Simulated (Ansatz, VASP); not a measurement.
# NiO: VASP beside Ansatz

```xyz
2
Lattice="0.0000 2.1082 2.1082 2.1082 0.0000 2.1082 2.1082 2.1082 0.0000" Properties=species:S:1:pos:R:3 pbc="T T T"
Ni    0.0000    0.0000    0.0000
O     2.1082    2.1082    2.1082
```

Alike in both runs: functional PBE; k mesh 18 × 18 × 18; occupations gaussian, width 0.1 eV; collinear spin.

Ansatz relaxed the structure, and its values are those at the end. VASP's run is a single point on that final structure, the one shown.

|  | VASP | Ansatz |
| --- | --- | --- |
| version | VASP 6.6.1 | Ansatz 0.2.0 |
| potentials or method | VASP PAW PBE potentials, release 64 (Ni, O), cutoff 520 eV | scalar-relativistic, plane waves, PAW |
| valence electrons in the cell | 16 | 24 |

```tsv
	VASP	Ansatz	Ansatz less VASP
gap on the k mesh at the Fermi level (eV)	none	none	-
pressure (GPa)	-0.6	0.0	+0.58
net moment per atom (μB)	0.88	0.90	+0.019
size of the moment on the site where the two differ most (μB)	0.27	0.29	+0.024
```

Site moments also hang on the region over which each program counts them. A gap of «none» marks a metal or a gap that the smearing closes. With one functional, cell and mesh, what is left measures potentials, basis and numerics. VASP's potentials hold 16 valence electrons a cell and Ansatz's 24, so a difference there can come from the potentials and not from the codes.
